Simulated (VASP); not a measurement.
# Ru (P6_3/mmc) in VASP: a series of runs

Runs on Ru. Level: r2SCAN. Tasks: single point.

Everything below comes from runs of VASP 6.6.1. Logs are shortened: lines on timing, memory, paths and dates and some standing lists are left out, and cuts for length are marked.

## 1. The cell of the first run

The structure is hexagonal, space group P6_3/mmc (No. 194). The conventional cell has a = 2.706 Å, b = 2.706 Å, c = 4.258 Å, α = 90.00°, β = 90.00°, γ = 120.00°. Within 3.5 Å of Ru (site symmetry -6m2) lie 12 Ru at 2.64 to 2.71 Å.

## 2. Single point, r2SCAN

Contents of POSCAR:

```
Ru
1.0
    2.7059477279      0.0000000000      0.0000000000
   -1.3529738639      2.3434194737      0.0000000000
    0.0000000000      0.0000000000      4.2579056513
Ru
2
Direct
    0.3333333333      0.6666666667      0.2500000000
    0.6666666667      0.3333333333      0.7500000000
```

Contents of INCAR.step1:

```
SYSTEM = Ru
ALGO = Normal
EDIFF = 1E-4
ENCUT = 520
GGA = PE
ISMEAR = 1
LASPH = .TRUE.
LCHARG = .FALSE.
LREAL = .FALSE.
LWAVE = .TRUE.
NBANDS = 21
NELM = 60
PREC = Accurate
SIGMA = 0.01
```

Contents of INCAR.step2:

```
SYSTEM = Ru
ALGO = Normal
EDIFF = 1E-6
ENCUT = 520
ISIF = 2
ISMEAR = 1
ISTART = 1
LASPH = .TRUE.
LCHARG = .FALSE.
LMIXTAU = .TRUE.
LREAL = .FALSE.
LWAVE = .FALSE.
METAGGA = R2SCAN
NBANDS = 21
NELM = 60
PREC = Accurate
SIGMA = 0.01
```

Contents of KPOINTS:

```
k-points
0
G
  13 13 8
  0 0 0
```

Potentials or basis: VASP PAW PBE potentials, release 64 (Ru_pv).

Command:

```bash
$ cat potpaw_PBE.64/Ru_pv/POTCAR > POTCAR
$ cp INCAR.step1 INCAR
$ mpirun -np 1 vasp_std > vasp.out
$ cp INCAR.step2 INCAR
$ mpirun -np 1 vasp_std > vasp.out
```

OUTCAR:

```text
SYSTEM = Ru
   EDIFF = 1E-6
   ENCUT = 520
   ISIF = 2
   ISMEAR = 1
   ISTART = 1
   LASPH = .TRUE.
   LREAL = .FALSE.
   METAGGA = R2SCAN
   NELM = 60
   PREC = Accurate

 ion  position               nearest neighbor table
   1  0.333  0.667  0.250-   2 2.64   2 2.64   2 2.64   2 2.64   2 2.64   2 2.64
   2  0.667  0.333  0.750-   1 2.64   1 2.64   1 2.64   1 2.64   1 2.64   1 2.64

  LATTYP: Found a hexagonal cell.
 ALAT       =     2.7059477279
 C/A-ratio  =     1.5735358105

  Lattice vectors:

 A1 = (   2.7059477279,   0.0000000000,   0.0000000000)
 A2 = (  -1.3529738639,   2.3434194737,   0.0000000000)
 A3 = (   0.0000000000,   0.0000000000,   4.2579056513)

Analysis of symmetry for initial positions (statically):
=====================================================================
 Subroutine PRICEL returns:
 Original cell was already a primitive cell.

 Routine SETGRP: Setting up the symmetry group for a
 hexagonal supercell.

 Subroutine GETGRP returns: Found 24 space group operations
 (whereof 12 operations were pure point group operations)
 out of a pool of 24 trial point group operations.

The static configuration has the point symmetry D_3d.
 The point group associated with its full space group is D_6h.

Analysis of symmetry for dynamics (positions and initial velocities):
=====================================================================
 Subroutine PRICEL returns:
 Original cell was already a primitive cell.

 Routine SETGRP: Setting up the symmetry group for a
 hexagonal supercell.

 Subroutine GETGRP returns: Found 24 space group operations
 (whereof 12 operations were pure point group operations)
 out of a pool of 24 trial point group operations.

The dynamic configuration has the point symmetry D_3d.
 The point group associated with its full space group is D_6h.

 Subroutine INISYM returns: Found 24 space group operations
 (whereof 12 operations are pure point group operations),
 and found     1 'primitive' translations

----------------------------------------------------------------------------------------

                                     Primitive cell

  volume of cell :      27.0001

  direct lattice vectors                    reciprocal lattice vectors
     2.705947728  0.000000000  0.000000000     0.369556289  0.213363423  0.000000000
    -1.352973864  2.343419474  0.000000000     0.000000000  0.426726846  0.000000000
     0.000000000  0.000000000  4.257905651     0.000000000  0.000000000  0.234857247

  length of vectors
     2.705947728  2.705947728  4.257905651     0.426726846  0.426726846  0.234857247

  position of ions in fractional coordinates (direct lattice)
     0.333333333  0.666666667  0.250000000
     0.666666667  0.333333333  0.750000000

  ion indices of the primitive-cell ions
   primitive index   ion index
                 1           1
                 2           2

----------------------------------------------------------------------------------------

 KPOINTS: k-points

Automatic generation of k-mesh.
 Grid dimensions read from file:
 generate k-points for:   13   13    8

 Generating k-lattice:

  Cartesian coordinates                     Fractional coordinates (reciprocal lattice)
     0.028427407  0.016412571  0.000000000     0.076923077  0.000000000  0.000000000
     0.000000000  0.032825142  0.000000000     0.000000000  0.076923077  0.000000000
     0.000000000  0.000000000  0.029357156     0.000000000  0.000000000  0.125000000

  Length of vectors
     0.032825142  0.032825142  0.029357156

  Shift w.r.t. Gamma in fractional coordinates (k-lattice)
     0.000000000  0.000000000  0.000000000

 Subroutine IBZKPT returns following result:
 ===========================================

 Found    105 irreducible k-points:

 Following reciprocal coordinates:
            Coordinates               Weight
  0.000000  0.000000  0.000000      1.000000
  0.076923  0.000000  0.000000      6.000000
  0.153846  0.000000  0.000000      6.000000
  0.230769 -0.000000  0.000000      6.000000
  0.307692  0.000000  0.000000      6.000000
  0.384615  0.000000  0.000000      6.000000
[... 16 lines left out ...]
  0.076923  0.000000  0.125000     12.000000
  0.153846  0.000000  0.125000     12.000000
 [... further k-points ...]
   k-points           NKPTS =    105   k-points in BZ     NKDIM =    105   number of bands    NBANDS=     21
   number of dos      NEDOS =    301   number of ions     NIONS =      2
   total plane-waves  NPLWV =  12800
   dimension x,y,z NGX =    20 NGY =   20 NGZ =   32
   dimension x,y,z NGXF=    40 NGYF=   40 NGZF=   64
   ions per type =               2
   NGX,Y,Z   is equivalent  to a cutoff of  12.29, 12.29, 12.49 a.u.
   NGXF,Y,Z  is equivalent  to a cutoff of  24.57, 24.57, 24.99 a.u.
 SYSTEM =  Ru
   PREC   = accura    normal or accurate (medium, high low for compatibility)
   ISTART =      1    job   : 0-new  1-cont  2-samecut
   ICHARG =      0    charge: 1-file 2-atom 10-const
   ISPIN  =      1    spin polarized calculation?
   LNONCOLLINEAR =      F non collinear calculations
   LSORBIT =      F    spin-orbit coupling
   LASPH  =      T    aspherical Exc in radial PAW
   ENCUT  =  520.0 eV  38.22 Ry    6.18 a.u.   5.03  5.03  7.92*2*pi/ulx,y,z
   NELM   =     60;   NELMIN=  2; NELMDL=  0     # of ELM steps
   EDIFF  = 0.1E-05   stopping-criterion for ELM
   LREAL  =      F    real-space projection
   EDIFFG = 0.1E-04   stopping-criterion for IOM
   NSW    =      0    number of steps for IOM
   IBRION =     -1    ionic relax: 0-MD 1-quasi-New 2-CG
   NFREE  =      0    steps in history (QN), initial steepest desc. (CG)
   ISIF   =      2    stress and relaxation
   ISYM   =      2    0-nonsym 1-usesym 2-fastsym
   POTIM  = 0.5000    time-step for ionic-motion
   TEBEG  =    0.0;   TEEND  =   0.0 temperature during run
   PSTRESS=    0.0 pullay stress
   NELECT =      28.0000    total number of electrons
   NUPDOWN=      -1.0000    fix difference up-down
   EMIN   =  10.00;   EMAX   =-10.00  energy-range for DOS
   EFERMI =   0.00;   METHOD = LEGACY
   ISMEAR =     1;   SIGMA  =   0.01  broadening in eV -4-tet -1-fermi 0-gaus
   EFERMI_NEDOS =   21; number of points for ismear=-14 and -15
   IALGO  =     38    algorithm
   IMIX   =      4    mixing-type and parameters
[... 9 lines left out ...]
   IVDW    =     0    specifies the selected vdW correction
   LEPSILON=     F    determine dielectric tensor
   LRPA    =     F    only Hartree local field effects (RPA)
 non-spin polarized calculation
 Methfessel and Paxton  Order N= 1 SIGMA  =   0.01
  energy-cutoff  :      520.00
  volume of cell :       27.00
 maximum number of plane-waves:       743
 NGX is ok and might be reduce to    20
   NGX =  9   NGY =  9   NGZ = 15

 number of electron      28.0000003 magnetization

 Free energy of the ion-electron system (eV)
  ---------------------------------------------------
  ext. energy  EPLUGINS =         0.00000000
  ---------------------------------------------------
  free energy    TOTEN  =       -50.85565816 eV

  energy without entropy =      -50.85561389  energy(sigma->0) =      -50.85564340

 E-fermi :  12.8783     XC(G=0): -15.4488

 val. band max:       12.8778272854   @ k =   0.2308   0.0769   0.2500
 cond. band min:      12.9138713916   @ k =   0.3077   0.1538   0.2500
 fundamental gap:      0.0360441062
 Fermi energy:        12.8783082930

 k-point     1 :       0.0000    0.0000    0.0000
  band No.  band energies     occupation
      1     -32.2874      2.00000
      2     -31.2644      2.00000
      3     -31.2644      2.00000
      4     -31.0728      2.00000
      5     -31.0728      2.00000
      6     -31.0164      2.00000
[... 13 lines left out ...]
     20      21.2335      0.00000
     21      23.8159      0.00000

 k-point     2 :       0.0769    0.0000    0.0000
  band No.  band energies     occupation
      1     -32.2652      2.00000
      2     -31.3106      2.00000
      3     -31.2801      2.00000
      4     -31.1212      2.00000
      5     -31.0789      2.00000
      6     -31.0269      2.00000
[... 13 lines left out ...]
     20      21.2335      0.00000
     21      23.7802      0.00000

 k-point     3 :       0.1538    0.0000    0.0000
  band No.  band energies     occupation
      1     -32.2011      2.00000
      2     -31.4389      2.00000
      3     -31.3225      2.00000
      4     -31.2530      2.00000
      5     -31.0969      2.00000
      6     -31.0587      2.00000
[... 13 lines left out ...]
     20      21.2335      0.00000
     21      23.6647      0.00000

 k-point     4 :       0.2308   -0.0000    0.0000
  band No.  band energies     occupation
      1     -32.1026      2.00000
      2     -31.6198      2.00000
      3     -31.4328      2.00000
      4     -31.3799      2.00000
      5     -31.1242      2.00000
      6     -31.1115      2.00000
[... 13 lines left out ...]
     20      21.2335      0.00000
     21      23.4875      0.00000

 k-point     5 :       0.3077    0.0000    0.0000
  band No.  band energies     occupation
      1     -31.9822      2.00000
      2     -31.8119      2.00000
      3     -31.6167      2.00000
      4     -31.4386      2.00000
      5     -31.1831      2.00000
      6     -31.1548      2.00000
[... 13 lines left out ...]
     20      22.1590      0.00000
     21      23.2837      0.00000

 k-point     6 :       0.3846    0.0000    0.0000
  band No.  band energies     occupation
      1     -31.9706      2.00000
      2     -31.8593      2.00000
      3     -31.7643      2.00000
      4     -31.4859      2.00000
      5     -31.2655      2.00000
      6     -31.1811      2.00000
[... 13 lines left out ...]
     20      22.1952      0.00000
     21      23.9804      0.00000

 k-point     7 :       0.4615   -0.0000    0.0000
  band No.  band energies     occupation
      1     -32.0599      2.00000
      2     -31.8460      2.00000
      3     -31.7693      2.00000
      4     -31.5121      2.00000
      5     -31.3325      2.00000
      6     -31.1963      2.00000
[... 13 lines left out ...]
     20      21.2334      0.00000
     21      24.4427      0.00000
[... 291 lines left out ...]
      1     -31.9684      2.00000
      2     -31.7597      2.00000
      3     -31.6881      2.00000
      4     -31.6425      2.00000
      5     -31.4364      2.00000
      6     -31.4260      2.00000
[... 13 lines left out ...]
     20      21.2336      0.00000
     21      22.6013      0.00000

 k-point    21 :       0.3077    0.3077    0.0000
  band No.  band energies     occupation
      1     -31.9314      2.00000
      2     -31.7604      2.00000
      3     -31.6978      2.00000
      4     -31.5981      2.00000
      5     -31.4950      2.00000
      6     -31.4765      2.00000
[... 13 lines left out ...]
     20      21.2341      0.00000
     21      21.2353      0.00000

 k-point    22 :       0.0000    0.0000    0.1250
  band No.  band energies     occupation
      1     -32.2416      2.00000
      2     -31.2571      2.00000
      3     -31.2571      2.00000
      4     -31.0801      2.00000
      5     -31.0801      2.00000
      6     -31.0676      2.00000
[... 13 lines left out ...]
     20      21.2335      0.00000
     21      24.6076      0.00000

 k-point    23 :       0.0769    0.0000    0.1250
  band No.  band energies     occupation
      1     -32.2217      2.00000
      2     -31.3022      2.00000
      3     -31.2725      2.00000
      4     -31.1469      2.00000
      5     -31.0866      2.00000
      6     -31.0582      2.00000
[... 13 lines left out ...]
     20      21.2335      0.00000
     21      24.5951      0.00000

 k-point    24 :       0.1538    0.0000    0.1250
  band No.  band energies     occupation
      1     -32.1654      2.00000
      2     -31.4266      2.00000
      3     -31.3140      2.00000
      4     -31.2852      2.00000
      5     -31.1056      2.00000
      6     -31.0782      2.00000
[... 13 lines left out ...]
     20      21.2335      0.00000
     21      24.5662      0.00000

 [... further k-points ...]

------------------------ aborting loop because EDIFF is reached ----------------------------------------

  FORCE on cell =-STRESS in cart. coord.  units (eV):
  Direction    XX          YY          ZZ          XY          YZ          ZX
  --------------------------------------------------------------------------------------
  -------------------------------------------------------------------------------------
  Total        0.2376957      0.2376957      0.1911902      0.0000000     -0.0000000      0.0000000
  in kB       14.1047834     14.1047834     11.3451653      0.0000000     -0.0000000      0.0000000
  external PRESSURE =      13.1849107 kB  Pullay stress =       0.0000000 kB

 VOLUME and BASIS-vectors are now :
 -----------------------------------------------------------------------------
  energy-cutoff  :      520.00
  volume of cell :       27.00
      direct lattice vectors                 reciprocal lattice vectors
     2.705947728  0.000000000  0.000000000     0.369556289  0.213363423  0.000000000
    -1.352973864  2.343419474  0.000000000     0.000000000  0.426726846  0.000000000
     0.000000000  0.000000000  4.257905651     0.000000000  0.000000000  0.234857247

 POSITION                                       TOTAL-FORCE (eV/Angst)
 -----------------------------------------------------------------------------------
     -0.00000      1.56228      1.06448         0.000000      0.000000      0.000000
      1.35297      0.78114      3.19343        -0.000000     -0.000000      0.000000
 -----------------------------------------------------------------------------------
    total drift:                               -0.000000      0.000000     -0.000000

  FREE ENERGIE OF THE ION-ELECTRON SYSTEM (eV)
  ---------------------------------------------------
  free  energy   TOTEN  =       -50.8556581609 eV

  energy  without entropy=      -50.8556138869  energy(sigma->0) =      -50.85564340
```

Run time: 4.2 min. Hardware: 1 thread of Intel Xeon 8259CL, shared host; peak memory 0.18 GiB.

Results:

* Free energy: -50.8557 eV
* Pressure: 1.3 GPa
* Band gap on the k mesh: zero (band 14 reaches 14.42 eV, above the bottom of band 15 at 11.17 eV)

Caveat: the PAW data sets were made with another functional, which shifts forces and pressure a little.

## 3. Single point, r2SCAN

POSCAR is that of step 2.

INCAR.step1, as its differences from that of step 2:

```diff
@@ -13,2 +13,2 @@
 PREC = Accurate
-SIGMA = 0.01
+SIGMA = 0.6
```

INCAR.step2, as its differences from that of step 2:

```diff
@@ -2,3 +2,3 @@
 ALGO = Normal
-EDIFF = 1E-6
+EDIFF = 1E-7
 ENCUT = 520
@@ -16,2 +16,2 @@
 PREC = Accurate
-SIGMA = 0.01
+SIGMA = 0.6
```

KPOINTS is that of step 2.

Potentials or basis: VASP PAW PBE potentials, release 64 (Ru_pv).

Command:

```bash
$ cat potpaw_PBE.64/Ru_pv/POTCAR > POTCAR
$ cp INCAR.step1 INCAR
$ mpirun -np 1 vasp_std > vasp.out
$ cp INCAR.step2 INCAR
$ mpirun -np 1 vasp_std > vasp.out
```

Wall time 4.7 min (1 thread of Intel Xeon 8259CL, shared host); peak memory 0.17 GiB.

Results (log left out):

- Free energy: -50.8498 eV
- Pressure: 1.2 GPa
- Band gap on the k mesh: zero (band 14 reaches 14.43 eV, above the bottom of band 15 at 11.17 eV)

Stress tensor (GPa, compression positive):
```
1.01 0.00 0.00
0.00 1.01 0.00
0.00 0.00 1.50
```

Levels at points of the mesh, in eV from the Fermi level:
| k point | band 12 | band 13 | band 14 | band 15 | band 16 | band 17 |
| --- | --- | --- | --- | --- | --- | --- |
| (0.00, 0.00, 0.00) | -2.03 | -2.03 | -1.55 | -1.55 | 1.21 | 1.21 |
| (0.00, 0.00, 0.50) | -2.95 | -2.84 | -2.84 | 0.54 | 0.54 | 0.54 |

Caveat: the PAW data sets were made with another functional, which shifts forces and pressure a little.

## 4. Single point, r2SCAN

POSCAR is that of step 3.

Contents of INCAR.step1:

```
  PREC = Accurate
  ENCUT = 520
  ISMEAR = -1
  SIGMA = 0.1
  LREAL = False
  LASPH = True
  NELM = 80
  NBANDS = 21
  GGA = PE
  ALGO = Normal
  EDIFF = 1E-4
  LWAVE = True
  LCHARG = False
```

Contents of INCAR.step2:

```
  PREC = Accurate
  ENCUT = 520
  EDIFF = 1E-6
  ISMEAR = -1
  SIGMA = 0.1
  LREAL = False
  LASPH = True
  NELM = 80
  ALGO = Normal
  ISIF = 2
  LWAVE = False
  LCHARG = True
  METAGGA = R2SCAN
  LMIXTAU = True
  LELF = True
  LVHAR = True
  NBANDS = 21
  ISTART = 1
```

Contents of KPOINTS:

```
regular mesh
0
Gamma
  14 14 8
```

Command:

```bash
$ cat potpaw_PBE.64/Ru_pv/POTCAR > POTCAR
$ cp INCAR.step1 INCAR
$ mpirun -np 1 vasp_std > vasp.out
$ cp INCAR.step2 INCAR
$ mpirun -np 1 vasp_std > vasp.out
```

Wall time 5.6 min (1 thread of Intel Xeon 8259CL, shared host); peak memory 0.18 GiB.

It converged, with:

```yaml
Free_energy: -50.8799 eV
Pressure: 1.6 GPa
Band_gap_on_the_k_mesh: zero (band 14 reaches 14.51 eV, above the bottom of band 15 at 11.19 eV)
```

Stress tensor (GPa, compression positive):
```
1.30 0.00 0.00
0.00 1.30 0.00
0.00 0.00 2.27
```

Levels at points of the mesh, in eV from the Fermi level:
```csv
k point,band 12,band 13,band 14,band 15,band 16,band 17
"(0.00, 0.00, 0.00)",-2.01,-2.01,-1.53,-1.53,1.23,1.23
"(0.50, 0.00, 0.00)",-1.91,-1.57,1.45,1.90,2.02,4.25
"(0.00, 0.00, 0.50)",-2.93,-2.82,-2.82,0.56,0.56,0.56
"(0.50, 0.00, 0.50)",-1.15,0.46,0.46,1.73,1.73,3.55
```

Caveat: the PAW data sets were made with another functional, which shifts forces and pressure a little.

## 5. Single point, r2SCAN

POSCAR is that of step 4.

Contents of INCAR.step1:

```
PREC     = Accurate       # precision mode
ENCUT    = 520            # plane-wave cutoff, eV
ISMEAR   = -1             # smearing method
SIGMA    = 0.1            # smearing width, eV
LREAL    = False          # projectors in reciprocal space
LASPH    = True           # aspherical terms in the spheres
NELM     = 60             # most SCF steps
NBANDS   = 21             # bands
GGA      = PE             # functional
ALGO     = Normal         # electronic algorithm
EDIFF    = 1E-4           # SCF threshold, eV
LWAVE    = True           # write WAVECAR
LCHARG   = False          # write CHGCAR
```

Contents of INCAR.step2:

```
PREC     = Accurate       # precision mode
ENCUT    = 520            # plane-wave cutoff, eV
EDIFF    = 1E-6           # SCF threshold, eV
ISMEAR   = -1             # smearing method
SIGMA    = 0.1            # smearing width, eV
LREAL    = False          # projectors in reciprocal space
LASPH    = True           # aspherical terms in the spheres
NELM     = 60             # most SCF steps
ALGO     = Normal         # electronic algorithm
ISIF     = 2              # what is computed and relaxed
LWAVE    = False          # write WAVECAR
LCHARG   = False          # write CHGCAR
METAGGA  = R2SCAN         # meta-GGA
LMIXTAU  = True         
NBANDS   = 21             # bands
ISTART   = 1
```

Contents of KPOINTS:

```
regular mesh
0
Gamma
  19 19 11
```

Command:

```bash
$ cat potpaw_PBE.64/Ru_pv/POTCAR > POTCAR
$ cp INCAR.step1 INCAR
$ mpirun -np 1 vasp_std > vasp.out
$ cp INCAR.step2 INCAR
$ mpirun -np 1 vasp_std > vasp.out
```

Run time: 9.2 min. Hardware: 1 thread of Intel Xeon 8259CL, shared host; peak memory 0.23 GiB.

It converged, with:

* Free energy: -50.8828 eV
* Pressure: 1.5 GPa
* Band gap on the k mesh: zero (band 14 reaches 14.46 eV, above the bottom of band 15 at 11.07 eV)

Stress tensor (GPa, compression positive):
```
1.21 0.00 0.00
0.00 1.21 0.00
0.00 0.00 2.12
```

Levels at points of the mesh, in eV from the Fermi level:
| k point | band 10 | band 11 | band 12 | band 13 | band 14 | band 15 | band 16 | band 17 | band 18 | band 19 |
| --- | --- | --- | --- | --- | --- | --- | --- | --- | --- | --- |
| (0.00, 0.00, 0.00) | -2.74 | -2.49 | -2.02 | -2.02 | -1.53 | -1.53 | 1.23 | 1.23 | 1.42 | 8.39 |

Caveat: the PAW data sets were made with another functional, which shifts forces and pressure a little.

## 6. The runs side by side

| k mesh | smearing | gap on the mesh (eV) | pressure (GPa) |
| --- | --- | --- | --- |
| 13 × 13 × 8 | methfessel-paxton 0.01 eV | none | 1.3 |
| 13 × 13 × 8 | methfessel-paxton 0.6 eV | none | 1.2 |
| 14 × 14 × 8 | fermi-dirac 0.1 eV | none | 1.6 |
| 19 × 19 × 11 | fermi-dirac 0.1 eV | none | 1.5 |

Alike in all rows: task single point; level r2SCAN; potentials or basis VASP PAW PBE potentials, release 64 (Ru_pv); no spin polarisation; cell as given; cutoff (eV) 520.

Every run on the cell as given and a fine mesh finds a metal.

Caveats: the PAW data sets were made with another functional, which shifts forces and pressure a little.

Absolute energies hang on the potentials; compare differences alone.
